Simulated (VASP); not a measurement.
# BN (Imm2) in VASP: further runs

The runs below take BN through single point, with PBE.

Program: VASP 6.6.1. These are calculated values, not measurements. Logs are shortened: lines on timing, memory, paths and dates and some standing lists are left out, and cuts for length are marked.

### 1 The cell of the first run

It takes space group Imm2 (No. 44, orthorhombic). Conventional cell: a = 2.513 Å, b = 2.615 Å, c = 3.626 Å, α = 90.00°, β = 90.00°, γ = 90.00°. Within 2.1 Å of B (site symmetry mm2) lie 4 N at 1.55 to 1.59 Å. N (site symmetry mm2) has 4 B at 1.55 to 1.59 Å within 2.1 Å.

### 2 Single point, PBE (strain -0.0400 x Voigt [0, 0, 0, 0, 1, 0])

INCAR reads:

```
PREC = Accurate ; ENCUT = 520
EDIFF = 1E-6 ; ISMEAR = 0
SIGMA = 0.05 ; LREAL = False
LASPH = True ; NELM = 100
ALGO = Normal ; ISIF = 2
LWAVE = False ; LCHARG = False
GGA = PE ; NBANDS = 11
```

KPOINTS reads:

```
regular mesh
0
Gamma
  12 12 12
```

POSCAR reads:

```
BN
1.0
   -0.0362600200      1.8130010000      1.8130010000
    1.7767409800      0.0000000000      1.7767409800
    1.8130010000      1.8130010000     -0.0362600200
B N
1 1
Direct
    0.0000000000      0.0000000000      0.0000000000
    0.7500000000      0.7500000000      0.7500000000
```

Potentials or basis: VASP PAW PBE potentials, release 64 (B, N).

Run with:

```bash
$ cat potpaw_PBE.64/B/POTCAR potpaw_PBE.64/N/POTCAR > POTCAR
$ mpirun -np 1 vasp_std > vasp.out
```

OUTCAR:

```text
PREC = Accurate
   ENCUT = 520
   EDIFF = 1E-6
   ISMEAR = 0
   LREAL = False
   LASPH = True
   NELM = 100
   ISIF = 2
   GGA = PE

 ion  position               nearest neighbor table
   1  0.000  0.000  0.000-   2 1.55   2 1.55   2 1.59   2 1.59
   2  0.750  0.750  0.750-   1 1.55   1 1.55   1 1.59   1 1.59

  LATTYP: Found a body centered orthorhombic cell.
 ALAT       =     2.5126911907
 B/A-ratio  =     1.0408163265
 C/A-ratio  =     1.4430750636

  Lattice vectors:

 A1 = (   1.8130010000,  -1.8130010000,  -0.0362600200)
 A2 = (  -1.8130010000,  -1.8130010000,   0.0362600200)
 A3 = (   0.0362600200,   1.8130010000,  -1.8130010000)

Analysis of symmetry for initial positions (statically):
=====================================================================
 Subroutine PRICEL returns:
 Original cell was already a primitive cell.

 Routine SETGRP: Setting up the symmetry group for a
 body centered orthorhombic supercell.

 Subroutine GETGRP returns: Found  4 space group operations
 (whereof  4 operations were pure point group operations)
 out of a pool of  8 trial point group operations.

The static configuration has the point symmetry C_2v.

Analysis of symmetry for dynamics (positions and initial velocities):
=====================================================================
 Subroutine PRICEL returns:
 Original cell was already a primitive cell.

 Routine SETGRP: Setting up the symmetry group for a
 body centered orthorhombic supercell.

 Subroutine GETGRP returns: Found  4 space group operations
 (whereof  4 operations were pure point group operations)
 out of a pool of  8 trial point group operations.

The dynamic configuration has the point symmetry C_2v.

 Subroutine INISYM returns: Found  4 space group operations
 (whereof  4 operations are pure point group operations),
 and found     1 'primitive' translations

----------------------------------------------------------------------------------------

                                     Primitive cell

  volume of cell :      11.9138

  direct lattice vectors                    reciprocal lattice vectors
    -0.036260020  1.813001000  1.813001000    -0.270378273  0.275785838  0.270378273
     1.776740980  0.000000000  1.776740980     0.281414120 -0.275785838  0.281414120
     1.813001000  1.813001000 -0.036260020     0.270378273  0.275785838 -0.270378273

  length of vectors
     2.564226987  2.512691191  2.564226987     0.471451640  0.484195872  0.471451640

  position of ions in fractional coordinates (direct lattice)
[... 76 lines left out ...]
   LASPH  =      T    aspherical Exc in radial PAW
   ENCUT  =  520.0 eV  38.22 Ry    6.18 a.u.   4.77  4.67  4.77*2*pi/ulx,y,z
   NELM   =    100;   NELMIN=  2; NELMDL= -5     # of ELM steps
   EDIFF  = 0.1E-05   stopping-criterion for ELM
   LREAL  =      F    real-space projection
[... 7 lines left out ...]
   TEBEG  =    0.0;   TEEND  =   0.0 temperature during run
   PSTRESS=    0.0 pullay stress
   NELECT =       8.0000    total number of electrons
   NUPDOWN=      -1.0000    fix difference up-down
   EMIN   =  10.00;   EMAX   =-10.00  energy-range for DOS
   EFERMI =   0.00;   METHOD = LEGACY
   ISMEAR =     0;   SIGMA  =   0.05  broadening in eV -4-tet -1-fermi 0-gaus
   EFERMI_NEDOS =   21; number of points for ismear=-14 and -15
   IALGO  =     38    algorithm
   IMIX   =      4    mixing-type and parameters
     AMIX     =   0.40;   BMIX     =  1.00
     AMIX_MAG =   1.60;   BMIX_MAG =  1.00
  volume/ion in A,a.u.               =       5.96        40.20
  Fermi-wavevector in a.u.,A,eV,Ry     =   1.433578  2.709070 27.961963  2.055146
  Thomas-Fermi vector in A             =   2.553081
   LORBIT       =      0    0 simple, 1 ext, 2 COOP (PROOUT), +10 PAW based schemes
   GGA     = PE    functional components
   LHFCALC =     F    Hartree Fock is set to
   AEXX    =    0.0000 exact exchange contribution
   IVDW    =     0    specifies the selected vdW correction
   LEPSILON=     F    determine dielectric tensor
   LRPA    =     F    only Hartree local field effects (RPA)
 non-spin polarized calculation
 Gauss-broadening in eV      SIGMA  =   0.05
  energy-cutoff  :      520.00
  volume of cell :       11.91
 maximum number of plane-waves:       333
   NGX =  9   NGY =  9   NGZ =  9

 number of electron       7.9999999 magnetization

 Free energy of the ion-electron system (eV)
  ---------------------------------------------------
  ext. energy  EPLUGINS =         0.00000000
  ---------------------------------------------------
  free energy    TOTEN  =       -17.42453649 eV

  energy without entropy =      -17.42453649  energy(sigma->0) =      -17.42453649

 E-fermi :   7.5887     XC(G=0): -12.7786

 val. band max:        7.3773575787   @ k =   0.0000   0.0000   0.0000
 cond. band min:      11.6520306148   @ k =   0.5000   0.0000   0.5000
 fundamental gap:      4.2746730361
 Fermi energy:         7.5886597069

 k-point     1 :       0.0000    0.0000    0.0000
  band No.  band energies     occupation
      1     -12.8402      2.00000
      2       7.2245      2.00000
      3       7.2770      2.00000
      4       7.3774      2.00000
      5      15.5533      0.00000
      6      15.7157      0.00000
      7      16.6179      0.00000
      8      17.8831      0.00000
      9      31.8816      0.00000
     10      34.9531      0.00000
     11      35.0038      0.00000
[... 309 lines left out ...]
 k-point    24 :       0.3333    0.1667    0.0000
  band No.  band energies     occupation
      1     -10.5527      2.00000
      2       1.2029      2.00000
      3       4.6160      2.00000
      4       4.8223      2.00000
      5      15.4691      0.00000
      6      19.5798      0.00000
      7      19.9976      0.00000
      8      20.3866      0.00000
      9      26.5826      0.00000
     10      33.5072      0.00000
     11      35.4037      0.00000

 [... further k-points ...]
[... 5 lines left out ...]
  --------------------------------------------------------------------------------------
  -------------------------------------------------------------------------------------
  Total        0.0611902      0.0039150      0.0611902      0.0000000      0.0000000      1.3248062
  in kB        8.2289003      0.5264889      8.2289003      0.0000000      0.0000000    178.1609669
  external PRESSURE =       5.6614299 kB  Pullay stress =       0.0000000 kB

 VOLUME and BASIS-vectors are now :
 -----------------------------------------------------------------------------
  energy-cutoff  :      520.00
  volume of cell :       11.91
      direct lattice vectors                 reciprocal lattice vectors
    -0.036260020  1.813001000  1.813001000    -0.270378273  0.275785838  0.270378273
     1.776740980  0.000000000  1.776740980     0.281414120 -0.275785838  0.281414120
     1.813001000  1.813001000 -0.036260020     0.270378273  0.275785838 -0.270378273

 POSITION                                       TOTAL-FORCE (eV/Angst)
 -----------------------------------------------------------------------------------
      0.00000      0.00000      0.00000         0.000000      0.059221      0.000000
      2.66511      2.71950      2.66511        -0.000000     -0.059221     -0.000000
 -----------------------------------------------------------------------------------
    total drift:                                0.000000     -0.000025      0.000000

  FREE ENERGIE OF THE ION-ELECTRON SYSTEM (eV)
  ---------------------------------------------------
  free  energy   TOTEN  =       -17.4245364949 eV

  energy  without entropy=      -17.4245364949  energy(sigma->0) =      -17.42453649
```

stdout:

```text
POSCAR found type information on POSCAR B N
 POSCAR found :  2 types and       2 ions
 scaLAPACK will be used
 LDA part: xc-table for (Slater+PW92), standard interpolation
 POSCAR, INCAR and KPOINTS ok, starting setup
 FFT: planning ... GRIDC
 FFT: planning ... GRID_SOFT
 FFT: planning ... GRID
 WAVECAR not read
 entering main loop
```

Run time: 13 s. Hardware: 1 thread of Intel Xeon 6975P-C, shared host; peak memory 0.15 GiB.

Results:

| Item | Value |
| --- | --- |
| Free energy | -17.4245 eV |
| Pressure | 0.6 GPa |
| Largest force | 0.059 eV/Å |
| Band gap on the k mesh | 4.27 eV, indirect (least direct gap 8.18 eV) |

Forces on the atoms (eV/Å):
```
B    0.000  0.059  0.000
N    0.000 -0.059  0.000
```

Levels at points of the mesh, in eV from the valence-band top:
| k point | band 1 | band 2 | band 3 | band 4 | band 5 | band 6 | band 7 | band 8 |
| --- | --- | --- | --- | --- | --- | --- | --- | --- |
| (0.00, 0.00, 0.00) | -20.22 | -0.15 | -0.10 | 0.00 | 8.18 | 8.34 | 9.24 | 10.51 |
| (0.50, 0.00, 0.00) | -16.21 | -10.74 | -1.86 | -1.84 | 9.98 | 10.76 | 11.03 | 15.02 |
| (0.00, 0.50, 0.00) | -15.87 | -10.64 | -2.19 | -2.12 | 9.50 | 10.15 | 10.81 | 15.14 |
| (0.50, 0.50, 0.00) | -14.68 | -8.95 | -4.94 | -4.93 | 4.37 | 9.10 | 17.54 | 17.65 |
| (0.50, 0.00, 0.50) | -14.70 | -8.94 | -5.30 | -4.57 | 4.27 | 9.24 | 17.66 | 17.76 |

Caveat: the cell differs from its parent crystal (strain -0.0400 x Voigt [0, 0, 0, 0, 1, 0]). A k mesh can miss the band edges.

### 3 Single point, PBE (strain +0.0300 x Voigt [0, 0, 0, 0, 1, 0])

INCAR reads:

```
SYSTEM = BN
ALGO = Normal ; EDIFF = 1E-6
ENCUT = 520 ; GGA = PE
ISIF = 2 ; ISMEAR = 0
LASPH = .True. ; LCHARG = .False.
LREAL = .False. ; LWAVE = .False.
NBANDS = 11 ; NELM = 80
PREC = Accurate ; SIGMA = 0.05
```

KPOINTS reads:

```
k-points
0
Gamma
  12 12 12
  0 0 0
```

POSCAR reads:

```
BN
1.0
    0.0271950150      1.8130010000      1.8130010000
    1.8401960150      0.0000000000      1.8401960150
    1.8130010000      1.8130010000      0.0271950150
B N
1 1
Direct
    0.0000000000      0.0000000000      0.0000000000
    0.7500000000      0.7500000000      0.7500000000
```

Potentials or basis: VASP PAW PBE potentials, release 64 (B, N).

Run with:

```bash
$ cat potpaw_PBE.64/B/POTCAR potpaw_PBE.64/N/POTCAR > POTCAR
$ mpirun -np 1 vasp_std > vasp.out
```

OUTCAR:

```text
SYSTEM = BN
   EDIFF = 1E-6
   ENCUT = 520
   GGA = PE
   ISIF = 2
   ISMEAR = 0
   LASPH = .True.
   LREAL = .False.
   NELM = 80
   PREC = Accurate

 ion  position               nearest neighbor table
   1  0.000  0.000  0.000-   2 1.55   2 1.55   2 1.59   2 1.59
   2  0.750  0.750  0.750-   1 1.55   1 1.55   1 1.59   1 1.59

  LATTYP: Found a body centered orthorhombic cell.
 ALAT       =     2.5255110438
 B/A-ratio  =     1.0304568528
 C/A-ratio  =     1.4357498095

  Lattice vectors:

 A1 = (   0.0271950150,  -1.8130010000,   1.8130010000)
[... 513 lines left out ...]
      6      19.0279      0.00000
      7      19.8974      0.00000
      8      20.2631      0.00000
      9      26.7669      0.00000
     10      33.4996      0.00000
     11      35.2359      0.00000

 [... further k-points ...]
[... 5 lines left out ...]
  --------------------------------------------------------------------------------------
  -------------------------------------------------------------------------------------
  Total        0.0291863     -0.0030239      0.0291863      0.0000000      0.0000000     -0.9930099
  in kB        3.9243146     -0.4065819      3.9243146      0.0000000      0.0000000   -133.5173666
  external PRESSURE =       2.4806824 kB  Pullay stress =       0.0000000 kB

 VOLUME and BASIS-vectors are now :
 -----------------------------------------------------------------------------
  energy-cutoff  :      520.00
  volume of cell :       11.92
      direct lattice vectors                 reciprocal lattice vectors
     0.027195015  1.813001000  1.813001000    -0.279985622  0.275785838  0.279985622
     1.840196015  0.000000000  1.840196015     0.271710185 -0.275785838  0.271710185
     1.813001000  1.813001000  0.027195015     0.279985622  0.275785838 -0.279985622

 POSITION                                       TOTAL-FORCE (eV/Angst)
 -----------------------------------------------------------------------------------
      0.00000      0.00000      0.00000         0.000000     -0.044044      0.000000
      2.76029      2.71950      2.76029        -0.000000      0.044044     -0.000000
 -----------------------------------------------------------------------------------
    total drift:                               -0.000000      0.000014     -0.000000

  FREE ENERGIE OF THE ION-ELECTRON SYSTEM (eV)
  ---------------------------------------------------
  free  energy   TOTEN  =       -17.4361374733 eV

  energy  without entropy=      -17.4361374733  energy(sigma->0) =      -17.43613747
```

OSZICAR:

```text
N       E                     dE             d eps       ncg     rms          rms(c)
DAV:   1     0.104250422905E+02    0.10425E+02   -0.50003E+03  6323   0.723E+02
DAV:   2    -0.178622484506E+02   -0.28287E+02   -0.27414E+02  7415   0.164E+02
DAV:   3    -0.183911205198E+02   -0.52887E+00   -0.52807E+00  7246   0.193E+01
DAV:   4    -0.183917357616E+02   -0.61524E-03   -0.61523E-03  6598   0.740E-01
DAV:   5    -0.183917363313E+02   -0.56975E-06   -0.56974E-06  7114   0.222E-02    0.666E+00
DAV:   6    -0.175196640634E+02    0.87207E+00   -0.29623E+00  6505   0.989E+00    0.324E+00
DAV:   7    -0.174500065164E+02    0.69658E-01   -0.10102E-01  6942   0.263E+00    0.191E+00
DAV:   8    -0.174358736632E+02    0.14133E-01   -0.35485E-02  6849   0.137E+00    0.189E-01
DAV:   9    -0.174360433539E+02   -0.16969E-03   -0.10098E-03  6490   0.263E-01    0.836E-02
DAV:  10    -0.174361320178E+02   -0.88664E-04   -0.12739E-04  6744   0.963E-02    0.151E-02
DAV:  11    -0.174361374042E+02   -0.53864E-05   -0.93480E-06  7055   0.253E-02    0.104E-02
DAV:  12    -0.174361374733E+02   -0.69069E-07   -0.14609E-06  3825   0.846E-03
   1 F= -.17436137E+02 E0= -.17436137E+02  d E =-.549566E-14
```

Wall time 15 s (1 thread of Intel Xeon 6975P-C, shared host); peak memory 0.15 GiB.

What came out:

```
Free energy            : -17.4361 eV
Pressure               : 0.2 GPa
Largest force          : 0.044 eV/Å
Band gap on the k mesh : 4.34 eV, indirect (least direct gap 8.32 eV)
```

Forces on the atoms (eV/Å):
```
B    0.000 -0.044  0.000
N    0.000  0.044  0.000
```

Levels at points of the mesh, in eV from the valence-band top:
| k point | band 2 | band 3 | band 4 | band 5 | band 6 | band 7 |
| --- | --- | --- | --- | --- | --- | --- |
| (0.00, 0.00, 0.00) | -0.11 | -0.07 | 0.00 | 8.32 | 8.50 | 9.12 |
| (0.50, 0.00, 0.00) | -10.63 | -2.12 | -2.07 | 9.64 | 10.28 | 10.77 |
| (0.00, 0.50, 0.00) | -10.70 | -1.88 | -1.86 | 10.05 | 10.67 | 10.93 |
| (0.50, 0.50, 0.00) | -8.92 | -4.92 | -4.91 | 4.39 | 9.12 | 17.63 |
| (0.50, 0.00, 0.50) | -8.92 | -5.19 | -4.64 | 4.34 | 9.20 | 17.69 |

Caveat: the cell differs from its parent crystal (strain +0.0300 x Voigt [0, 0, 0, 0, 1, 0]).
